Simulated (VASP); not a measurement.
# Ru (P6_3/mmc) in VASP: notebook

Ru is run at these levels: LDA; tasks: single point.

Everything below comes from runs of VASP 6.6.1. Logs are shortened: lines on timing, memory, paths and dates and some standing lists are left out, and cuts for length are marked.

### 1 The cell of the first run

It takes space group P6_3/mmc (No. 194, hexagonal). The conventional cell has a = 2.675 Å, b = 2.675 Å, c = 4.224 Å, α = 90.00°, β = 90.00°, γ = 120.00°. Within 3.5 Å of Ru (site symmetry -6m2) lie 12 Ru at 2.62 to 2.68 Å.

### 2 Single point, LDA

File INCAR:

```
PREC = Accurate
ENCUT = 520
EDIFF = 1E-6
ISMEAR = -1
SIGMA = 0.1
LREAL = F
LASPH = T
NELM = 60
ALGO = Normal
ISIF = 2
LWAVE = F
LCHARG = F
NBANDS = 21
```

File KPOINTS:

```
regular mesh
0
Gamma
  14 14 8
```

File POSCAR:

```
Ru
1.0
    1.3376261072     -2.3168363792      0.0000000000
    1.3376261072      2.3168363792      0.0000000000
    0.0000000000      0.0000000000      4.2244087162
Ru
2
Direct
    0.6666666670      0.3333333330      0.2500000000
    0.3333333330      0.6666666670      0.7500000000
```

Potentials or basis: VASP PAW LDA potentials, release 64 (Ru_pv).

Command:

```console
$ cat potpaw_LDA.64/Ru_pv/POTCAR > POTCAR
$ mpirun -np 1 vasp_std > vasp.out
```

OUTCAR:

```text
PREC = Accurate
   ENCUT = 520
   EDIFF = 1E-6
   ISMEAR = -1
   LREAL = F
   LASPH = T
   NELM = 60
   ISIF = 2

 ion  position               nearest neighbor table
   1  0.667  0.333  0.250-   2 2.62   2 2.62   2 2.62   2 2.62   2 2.62   2 2.62
   2  0.333  0.667  0.750-   1 2.62   1 2.62   1 2.62   1 2.62   1 2.62   1 2.62

  LATTYP: Found a hexagonal cell.
 ALAT       =     2.6752522144
 C/A-ratio  =     1.5790693279

  Lattice vectors:

 A1 = (   1.3376261072,  -2.3168363792,   0.0000000000)
 A2 = (   1.3376261072,   2.3168363792,   0.0000000000)
 A3 = (   0.0000000000,   0.0000000000,   4.2244087162)

Analysis of symmetry for initial positions (statically):
=====================================================================
 Subroutine PRICEL returns:
 Original cell was already a primitive cell.

 Routine SETGRP: Setting up the symmetry group for a
 hexagonal supercell.

 Subroutine GETGRP returns: Found 24 space group operations
 (whereof 12 operations were pure point group operations)
 out of a pool of 24 trial point group operations.

The static configuration has the point symmetry D_3d.
 The point group associated with its full space group is D_6h.

Analysis of symmetry for dynamics (positions and initial velocities):
=====================================================================
 Subroutine PRICEL returns:
 Original cell was already a primitive cell.

 Routine SETGRP: Setting up the symmetry group for a
 hexagonal supercell.

 Subroutine GETGRP returns: Found 24 space group operations
 (whereof 12 operations were pure point group operations)
 out of a pool of 24 trial point group operations.

The dynamic configuration has the point symmetry D_3d.
 The point group associated with its full space group is D_6h.

 Subroutine INISYM returns: Found 24 space group operations
 (whereof 12 operations are pure point group operations),
 and found     1 'primitive' translations

----------------------------------------------------------------------------------------

                                     Primitive cell

  volume of cell :      26.1834

  direct lattice vectors                    reciprocal lattice vectors
     1.337626107 -2.316836379  0.000000000     0.373796532 -0.215811528  0.000000000
     1.337626107  2.316836379  0.000000000     0.373796532  0.215811528  0.000000000
[... 81 lines left out ...]
   LSORBIT =      F    spin-orbit coupling
   LASPH  =      T    aspherical Exc in radial PAW
   ENCUT  =  520.0 eV  38.22 Ry    6.18 a.u.   4.97  4.97  7.85*2*pi/ulx,y,z
   NELM   =     60;   NELMIN=  2; NELMDL= -5     # of ELM steps
   EDIFF  = 0.1E-05   stopping-criterion for ELM
   LREAL  =      F    real-space projection
   EDIFFG = 0.1E-04   stopping-criterion for IOM
   NSW    =      0    number of steps for IOM
   IBRION =     -1    ionic relax: 0-MD 1-quasi-New 2-CG
   NFREE  =      0    steps in history (QN), initial steepest desc. (CG)
   ISIF   =      2    stress and relaxation
   ISYM   =      2    0-nonsym 1-usesym 2-fastsym
   POTIM  = 0.5000    time-step for ionic-motion
   TEBEG  =    0.0;   TEEND  =   0.0 temperature during run
   PSTRESS=    0.0 pullay stress
   NELECT =      28.0000    total number of electrons
   NUPDOWN=      -1.0000    fix difference up-down
   EMIN   =  10.00;   EMAX   =-10.00  energy-range for DOS
   EFERMI =   0.00;   METHOD = LEGACY
   ISMEAR =    -1;   SIGMA  =   0.10  broadening in eV -4-tet -1-fermi 0-gaus
   EFERMI_NEDOS =   21; number of points for ismear=-14 and -15
   IALGO  =     38    algorithm
   IMIX   =      4    mixing-type and parameters
     AMIX     =   0.40;   BMIX     =  1.00
     AMIX_MAG =   1.60;   BMIX_MAG =  1.00
  volume/ion in A,a.u.               =      13.09        88.35
  Fermi-wavevector in a.u.,A,eV,Ry     =   1.674116  3.163620 38.132556  2.802664
  Thomas-Fermi vector in A             =   2.758968
   LORBIT       =      0    0 simple, 1 ext, 2 COOP (PROOUT), +10 PAW based schemes
   GGA     = CA    functional components
   LHFCALC =     F    Hartree Fock is set to
   AEXX    =    0.0000 exact exchange contribution
   IVDW    =     0    specifies the selected vdW correction
   LEPSILON=     F    determine dielectric tensor
   LRPA    =     F    only Hartree local field effects (RPA)
 non-spin polarized calculation
  energy-cutoff  :      520.00
  volume of cell :       26.18
 maximum number of plane-waves:       724
 NGX is ok and might be reduce to    20
   NGX =  9   NGY =  9   NGZ = 15

 number of electron      27.9999992 magnetization

 Free energy of the ion-electron system (eV)
  ---------------------------------------------------
  ext. energy  EPLUGINS =         0.00000000
  ---------------------------------------------------
  free energy    TOTEN  =       -21.41391726 eV

  energy without entropy =      -21.35918645  energy(sigma->0) =      -21.38655185

 E-fermi :  13.3831     XC(G=0): -14.6054

 val. band max:       13.3791959843   @ k =   0.2857   0.1429   0.0000
 cond. band min:      13.3939363978   @ k =   0.2143   0.0714   0.0000
 fundamental gap:      0.0147404135
 Fermi energy:        13.3831082547

 k-point     1 :       0.0000    0.0000    0.0000
  band No.  band energies     occupation
      1     -30.2386      2.00000
      2     -29.1658      2.00000
      3     -29.1658      2.00000
      4     -28.9702      2.00000
      5     -28.9702      2.00000
      6     -28.9230      2.00000
[... 565 lines left out ...]
     20      23.3143      0.00000
     21      23.3147      0.00000

 [... further k-points ...]

------------------------ aborting loop because EDIFF is reached ----------------------------------------

  FORCE on cell =-STRESS in cart. coord.  units (eV):
  Direction    XX          YY          ZZ          XY          YZ          ZX
  --------------------------------------------------------------------------------------
  -------------------------------------------------------------------------------------
  Total        0.1966054      0.1966054      0.1666867      0.0000000      0.0000000     -0.0000000
  in kB       12.0303957     12.0303957     10.1996560      0.0000000      0.0000000     -0.0000000
  external PRESSURE =      11.4201492 kB  Pullay stress =       0.0000000 kB

 VOLUME and BASIS-vectors are now :
 -----------------------------------------------------------------------------
  energy-cutoff  :      520.00
  volume of cell :       26.18
      direct lattice vectors                 reciprocal lattice vectors
     1.337626107 -2.316836379  0.000000000     0.373796532 -0.215811528  0.000000000
     1.337626107  2.316836379  0.000000000     0.373796532  0.215811528  0.000000000
     0.000000000  0.000000000  4.224408716     0.000000000  0.000000000  0.236719519

 POSITION                                       TOTAL-FORCE (eV/Angst)
 -----------------------------------------------------------------------------------
      1.33763     -0.77228      1.05610        -0.000000     -0.000000      0.000000
      1.33763      0.77228      3.16831         0.000000      0.000000      0.000000
 -----------------------------------------------------------------------------------
    total drift:                                0.000000      0.000000     -0.000000

  FREE ENERGIE OF THE ION-ELECTRON SYSTEM (eV)
  ---------------------------------------------------
  free  energy   TOTEN  =       -21.4139172614 eV

  energy  without entropy=      -21.3591864469  energy(sigma->0) =      -21.38655185
```

OSZICAR:

```text
N       E                     dE             d eps       ncg     rms          rms(c)
DAV:   1     0.287454003346E+03    0.28745E+03   -0.17541E+04  5048   0.149E+03
DAV:   2    -0.168567797420E+02   -0.30431E+03   -0.29483E+03  5170   0.448E+02
DAV:   3    -0.228200829913E+02   -0.59633E+01   -0.59262E+01  5975   0.705E+01
DAV:   4    -0.228639835846E+02   -0.43901E-01   -0.43801E-01  6272   0.584E+00
DAV:   5    -0.228645409721E+02   -0.55739E-03   -0.55402E-03  5693   0.591E-01    0.201E+01
DAV:   6    -0.215175978130E+02    0.13469E+01   -0.30171E+00  5775   0.167E+01    0.557E+00
DAV:   7    -0.214258552701E+02    0.91743E-01   -0.47775E-01  5730   0.490E+00    0.114E+00
DAV:   8    -0.214147201879E+02    0.11135E-01   -0.17277E-02  5480   0.130E+00    0.417E-01
DAV:   9    -0.214138937832E+02    0.82640E-03   -0.74777E-04  5720   0.293E-01    0.277E-02
DAV:  10    -0.214139176765E+02   -0.23893E-04   -0.24339E-05  5725   0.515E-02    0.112E-02
DAV:  11    -0.214139172614E+02    0.41509E-06   -0.50818E-06  5555   0.219E-02
   1 F= -.21413917E+02 E0= -.21386552E+02  d E =-.547308E-01
```

Run time: 35 s. Hardware: 1 thread of Intel Xeon 6975P-C, shared host; peak memory 0.17 GiB.

Results:

```
Free energy            : -21.4139 eV
Pressure               : 1.1 GPa
Band gap on the k mesh : zero (band 14 reaches 15.11 eV, above the bottom of band 15 at 11.76 eV)
```

Stress tensor (GPa, compression positive):
```
1.20 0.00 0.00
0.00 1.20 0.00
0.00 0.00 1.02
```

### 3 Single point, LDA

File INCAR:

```
SYSTEM = Ru
PREC     = Accurate       ! precision mode
ENCUT    = 520            ! plane-wave cutoff, eV
EDIFF    = 1E-7           ! SCF threshold, eV
ISMEAR   = -1             ! smearing method
SIGMA    = 0.1            ! smearing width, eV
LREAL    = .FALSE.        ! projectors in reciprocal space
LASPH    = .TRUE.         ! aspherical terms in the spheres
NELM     = 100            ! most SCF steps
ALGO     = Normal         ! electronic algorithm
ISIF     = 2              ! what is computed and relaxed
LWAVE    = .FALSE.        ! write WAVECAR
LCHARG   = .FALSE.        ! write CHGCAR
NBANDS   = 21             ! bands
```

File KPOINTS:

```
Automatic mesh
0
G
  14 14 8
  0 0 0
```

POSCAR is that of step 2.

Potentials or basis: VASP PAW LDA potentials, release 64 (Ru_pv).

Command:

```console
$ cat potpaw_LDA.64/Ru_pv/POTCAR > POTCAR
$ mpirun -np 1 vasp_std > vasp.out
```

Run time: 37 s. Hardware: 1 thread of Intel Xeon 6975P-C, shared host; peak memory 0.16 GiB.

It converged, with:

```yaml
Free_energy: -21.4139 eV
Pressure: 1.1 GPa
Band_gap_on_the_k_mesh: zero (band 14 reaches 15.11 eV, above the bottom of band 15 at 11.76 eV)
```

Stress tensor (GPa, compression positive):
```
1.18 0.00 0.00
0.00 1.18 0.00
0.00 0.00 1.01
```

Levels at points of the mesh, in eV from the Fermi level:
```csv
k point,band 12,band 13,band 14,band 15,band 16,band 17
"(0.00, 0.00, 0.00)",-2.04,-2.04,-1.50,-1.50,1.25,1.25
"(0.50, 0.00, 0.00)",-1.87,-1.60,1.51,1.96,2.06,4.27
"(0.00, 0.00, 0.50)",-2.95,-2.84,-2.84,0.58,0.58,0.58
"(0.50, 0.00, 0.50)",-1.14,0.47,0.47,1.79,1.79,3.53
```
